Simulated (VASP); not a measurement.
# GaAs (F-43m) in VASP: single point with PBE

Aim: the single point of GaAs with PBE.

Program: VASP 6.6.1. These are calculated values, not measurements. Logs are shortened: lines on timing, memory, paths and dates and some standing lists are left out, and cuts for length are marked.

## (1) The cell of the first run

The structure is cubic, space group F-43m (No. 216). The conventional cell has a = 5.665 Å, b = 5.665 Å, c = 5.665 Å, α = 90.00°, β = 90.00°, γ = 90.00°. Ga (site symmetry -43m) has 4 As at 2.45 Å within 3.2 Å. As (site symmetry -43m) has 4 Ga at 2.45 Å within 3.2 Å.

## (2) Single point, PBE

INCAR

```
PREC = Accurate ; ENCUT = 500
EDIFF = 1E-6 ; ISMEAR = -1
SIGMA = 0.01 ; LREAL = F
LASPH = T ; NELM = 120
ALGO = Normal ; ISIF = 2
LWAVE = F ; LCHARG = F
GGA = PE ; NBANDS = 16
GGA_COMPAT = F
```

KPOINTS

```
regular mesh
0
Gamma
  9 9 9
```

POSCAR

```
GaAs
1.0
    0.0000000000      2.8324871021      2.8324871021
    2.8324871021      0.0000000000      2.8324871021
    2.8324871021      2.8324871021      0.0000000000
Ga As
1 1
Direct
    0.0000000000      0.0000000000      0.0000000000
    0.7500000000      0.7500000000      0.7500000000
```

Potentials or basis: VASP PAW PBE potentials, release 64 (Ga_d, As).

Started as:

```sh
$ cat potpaw_PBE.64/Ga_d/POTCAR potpaw_PBE.64/As/POTCAR > POTCAR
$ mpirun -np 1 vasp_std > vasp.out
```

OUTCAR:

```text
PREC = Accurate
   ENCUT = 500
   EDIFF = 1E-6
   ISMEAR = -1
   LREAL = F
   LASPH = T
   NELM = 120
   ISIF = 2
   GGA = PE

 ion  position               nearest neighbor table
   1  0.000  0.000  0.000-   2 2.45   2 2.45   2 2.45   2 2.45
   2  0.750  0.750  0.750-   1 2.45   1 2.45   1 2.45   1 2.45

  LATTYP: Found a face centered cubic cell.
 ALAT       =     5.6649742042

  Lattice vectors:

 A1 = (   0.0000000000,   2.8324871021,   2.8324871021)
 A2 = (   2.8324871021,   0.0000000000,   2.8324871021)
 A3 = (   2.8324871021,   2.8324871021,   0.0000000000)

Analysis of symmetry for initial positions (statically):
=====================================================================
 Subroutine PRICEL returns:
 Original cell was already a primitive cell.

 Routine SETGRP: Setting up the symmetry group for a
 face centered cubic supercell.

 Subroutine GETGRP returns: Found 24 space group operations
 (whereof 24 operations were pure point group operations)
 out of a pool of 48 trial point group operations.

The static configuration has the point symmetry T_d .

Analysis of symmetry for dynamics (positions and initial velocities):
=====================================================================
 Subroutine PRICEL returns:
 Original cell was already a primitive cell.

 Routine SETGRP: Setting up the symmetry group for a
 face centered cubic supercell.

 Subroutine GETGRP returns: Found 24 space group operations
 (whereof 24 operations were pure point group operations)
 out of a pool of 48 trial point group operations.

The dynamic configuration has the point symmetry T_d .

 Subroutine INISYM returns: Found 24 space group operations
 (whereof 24 operations are pure point group operations),
 and found     1 'primitive' translations

----------------------------------------------------------------------------------------

                                     Primitive cell

  volume of cell :      45.4500

  direct lattice vectors                    reciprocal lattice vectors
     0.000000000  2.832487102  2.832487102    -0.176523310  0.176523310  0.176523310
     2.832487102  0.000000000  2.832487102     0.176523310 -0.176523310  0.176523310
     2.832487102  2.832487102  0.000000000     0.176523310  0.176523310 -0.176523310

  length of vectors
     4.005741675  4.005741675  4.005741675     0.305747342  0.305747342  0.305747342

[... 79 lines left out ...]
   NELM   =    120;   NELMIN=  2; NELMDL= -5     # of ELM steps
   EDIFF  = 0.1E-05   stopping-criterion for ELM
   LREAL  =      F    real-space projection
   EDIFFG = 0.1E-04   stopping-criterion for IOM
   NSW    =      0    number of steps for IOM
   IBRION =     -1    ionic relax: 0-MD 1-quasi-New 2-CG
   NFREE  =      0    steps in history (QN), initial steepest desc. (CG)
   ISIF   =      2    stress and relaxation
   ISYM   =      2    0-nonsym 1-usesym 2-fastsym
   POTIM  = 0.5000    time-step for ionic-motion
   TEBEG  =    0.0;   TEEND  =   0.0 temperature during run
   PSTRESS=    0.0 pullay stress
   NELECT =      18.0000    total number of electrons
   NUPDOWN=      -1.0000    fix difference up-down
   EMIN   =  10.00;   EMAX   =-10.00  energy-range for DOS
   EFERMI =   0.00;   METHOD = LEGACY
   ISMEAR =    -1;   SIGMA  =   0.01  broadening in eV -4-tet -1-fermi 0-gaus
   EFERMI_NEDOS =   21; number of points for ismear=-14 and -15
   IALGO  =     38    algorithm
   IMIX   =      4    mixing-type and parameters
     AMIX     =   0.40;   BMIX     =  1.00
     AMIX_MAG =   1.60;   BMIX_MAG =  1.00
  volume/ion in A,a.u.               =      22.72       153.36
  Fermi-wavevector in a.u.,A,eV,Ry     =   1.202230  2.271886 19.665290  1.445358
  Thomas-Fermi vector in A             =   2.338018
   LORBIT       =      0    0 simple, 1 ext, 2 COOP (PROOUT), +10 PAW based schemes
   GGA     = PE    functional components
   LHFCALC =     F    Hartree Fock is set to
   AEXX    =    0.0000 exact exchange contribution
   IVDW    =     0    specifies the selected vdW correction
   LEPSILON=     F    determine dielectric tensor
   LRPA    =     F    only Hartree local field effects (RPA)
 non-spin polarized calculation
  energy-cutoff  :      500.00
  volume of cell :       45.45
 maximum number of plane-waves:      1167
 NGX is ok and might be reduce to    30
   NGX = 15   NGY = 15   NGZ = 15

 number of electron      17.9999991 magnetization

 Free energy of the ion-electron system (eV)
  ---------------------------------------------------
  ext. energy  EPLUGINS =         0.00000000
  ---------------------------------------------------
  free energy    TOTEN  =        -8.25505141 eV

  energy without entropy =       -8.25505141  energy(sigma->0) =       -8.25505141

 E-fermi :   4.0735     XC(G=0):  -9.5612

 val. band max:        3.8757151650   @ k =   0.0000   0.0000   0.0000
 cond. band min:       4.3510436841   @ k =   0.0000   0.0000   0.0000
 fundamental gap:      0.4753285191
 Fermi energy:         4.0734651946

 k-point     1 :       0.0000    0.0000    0.0000
  band No.  band energies     occupation
      1     -10.9210      2.00000
      2     -10.9210      2.00000
      3     -10.9210      2.00000
      4     -10.8433      2.00000
      5     -10.8433      2.00000
      6      -8.8070      2.00000
[... 433 lines left out ...]
      3     -10.8745      2.00000
      4     -10.8674      2.00000
      5     -10.8311      2.00000
      6      -6.4749      2.00000
[... 8 lines left out ...]
     15      16.9178      0.00000
     16      17.3738      0.00000

 [... further k-points ...]

------------------------ aborting loop because EDIFF is reached ----------------------------------------

  FORCE on cell =-STRESS in cart. coord.  units (eV):
  Direction    XX          YY          ZZ          XY          YZ          ZX
  --------------------------------------------------------------------------------------
  -------------------------------------------------------------------------------------
  Total        0.8503568      0.8503568      0.8503568      0.0000000      0.0000000      0.0000000
  in kB       29.9762948     29.9762948     29.9762948      0.0000000      0.0000000      0.0000000
  external PRESSURE =      29.9762948 kB  Pullay stress =       0.0000000 kB

 VOLUME and BASIS-vectors are now :
 -----------------------------------------------------------------------------
  energy-cutoff  :      500.00
  volume of cell :       45.45
      direct lattice vectors                 reciprocal lattice vectors
     0.000000000  2.832487102  2.832487102    -0.176523310  0.176523310  0.176523310
     2.832487102  0.000000000  2.832487102     0.176523310 -0.176523310  0.176523310
     2.832487102  2.832487102  0.000000000     0.176523310  0.176523310 -0.176523310

 POSITION                                       TOTAL-FORCE (eV/Angst)
 -----------------------------------------------------------------------------------
      0.00000      0.00000      0.00000         0.000000      0.000000      0.000000
      4.24873      4.24873      4.24873        -0.000000     -0.000000     -0.000000
 -----------------------------------------------------------------------------------
    total drift:                                0.000000      0.000000     -0.000000

  FREE ENERGIE OF THE ION-ELECTRON SYSTEM (eV)
  ---------------------------------------------------
  free  energy   TOTEN  =        -8.2550514122 eV

  energy  without entropy=       -8.2550514122  energy(sigma->0) =       -8.25505141
```

OSZICAR:

```text
N       E                     dE             d eps       ncg     rms          rms(c)
DAV:   1     0.807601800102E+02    0.80760E+02   -0.87295E+03  1152   0.152E+03
DAV:   2    -0.214651839658E+01   -0.82907E+02   -0.78810E+02  1296   0.296E+02
DAV:   3    -0.832044487620E+01   -0.61739E+01   -0.61569E+01  1352   0.642E+01
DAV:   4    -0.841231155433E+01   -0.91867E-01   -0.91855E-01  1432   0.870E+00
DAV:   5    -0.841366041205E+01   -0.13489E-02   -0.13488E-02  1304   0.956E-01    0.288E+00
DAV:   6    -0.827313617898E+01    0.14052E+00   -0.21115E-01  1776   0.786E+00    0.174E+00
DAV:   7    -0.825368640380E+01    0.19450E-01   -0.62523E-02  1336   0.180E+00    0.560E-01
DAV:   8    -0.825453547915E+01   -0.84908E-03   -0.10236E-02  1344   0.113E+00    0.108E-01
DAV:   9    -0.825493505067E+01   -0.39957E-03   -0.93598E-04  1384   0.353E-01    0.507E-02
DAV:  10    -0.825500080206E+01   -0.65751E-04   -0.71009E-05  1528   0.873E-02    0.276E-02
DAV:  11    -0.825505109018E+01   -0.50288E-04   -0.70541E-05  1240   0.627E-02    0.307E-03
DAV:  12    -0.825505141221E+01   -0.32204E-06   -0.10817E-06  1192   0.152E-02
   1 F= -.82550514E+01 E0= -.82550514E+01  d E =-.441419E-11
```

Wall time 47 s (1 thread of AMD EPYC 7R13, shared host); peak memory 0.15 GiB.

What came out:

```yaml
Free_energy: -8.2551 eV
Pressure: 3.0 GPa
Band_gap_on_the_k_mesh: 0.48 eV
```

Levels at points of the mesh, in eV from the valence-band top:
| k point | band 7 | band 8 | band 9 | band 10 | band 11 | band 12 |
| --- | --- | --- | --- | --- | --- | --- |
| (0.00, 0.00, 0.00) | 0.00 | 0.00 | 0.00 | 0.48 | 3.73 | 3.73 |

Caveat: semilocal functionals underestimate gaps, and a narrow one can read as zero.
